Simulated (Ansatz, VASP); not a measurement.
# Two plane-wave programs on Al2Cu

INCAR

```
SYSTEM = Al2Cu
ALGO = Fast
EDIFF = 1E-6
ENCUT = 520
GGA = PE
ISIF = 2
ISMEAR = 0
LASPH = .True.
LCHARG = .True.
LELF = .True.
LREAL = .False.
LVHAR = .True.
LWAVE = .False.
NBANDS = 16
NELM = 100
PREC = Accurate
SIGMA = 0.05
```

The input KPOINTS:

```
k-points
0
Gamma
  12 12 12
  0 0 0
```

The input POSCAR:

```
Al2Cu
1.0
   -2.0303375000      2.0303375000      2.8510940000
    2.0303375000     -2.0303375000      2.8510940000
    2.0303375000      2.0303375000     -2.8510940000
Al Cu
2 1
Direct
    0.7579277686      0.2797664647      0.5147889842
    0.2500000000      0.7500000000      0.5000000000
    0.5000000000      0.5000000000      0.0000000000
```

Input for Ansatz:

```yaml
crystal:
  lattice:
    - [-2.0303375, 2.0303375, 2.851094]
    - [2.0303375, -2.0303375, 2.851094]
    - [2.0303375, 2.0303375, -2.851094]
  atoms:
    - { symbol: Al, position: [0.7579277686, 0.2797664647, 0.5147889842] }
    - { symbol: Al, position: [0.25, 0.75, 0.5] }
    - { symbol: Cu, position: [0.5, 0.5, 0.0] }
basis:
  ecutwfc: 500
  fft_grid_basis: typed
kpoints:
  mp_grid: { grid: [12, 12, 12] }
hamiltonian:
  xc: pbe
  pseudopotentials: { kind: paw }
scf:
  occupations: { method: gaussian, width: 0.05 }
output:
  forces: true
  stress: true
  eigenvalues: true
  bader: true
  write_density: true
  volumetric_format: npy
```

Alike in both runs: task single point; functional PBE; k mesh 12 × 12 × 12; occupations gaussian, width 0.05 eV; no spin polarisation.

|  | VASP | Ansatz |
| --- | --- | --- |
| version | VASP 6.6.1 | Ansatz 0.2.0 |
| potentials or method | VASP PAW PBE potentials, release 64 (Al, Cu), cutoff 520 eV | scalar-relativistic, plane waves, PAW |
| valence electrons in the cell | 17 | 25 |

|  | VASP | Ansatz | Ansatz less VASP |
| --- | --- | --- | --- |
| gap on the k mesh at the Fermi level (eV) | none | none | - |
| pressure (GPa) | 3.5 | 3.2 | -0.33 |
| traceless stress, the component that is largest in VASP (GPa) | -1.29 | -1.29 | +0.002 |
| rms of the force components (eV/Å) | 0.222 | 0.223 | +0.0009 |

Atom by atom the forces differ by 0.001 eV/Å (rms over components). A gap of «none» marks a metal or a gap that the smearing closes. The functional is the same, so the differences come from potentials, cutoffs and numerics. VASP's potentials hold 17 valence electrons a cell and Ansatz's 25, so a difference there can come from the potentials and not from the codes.
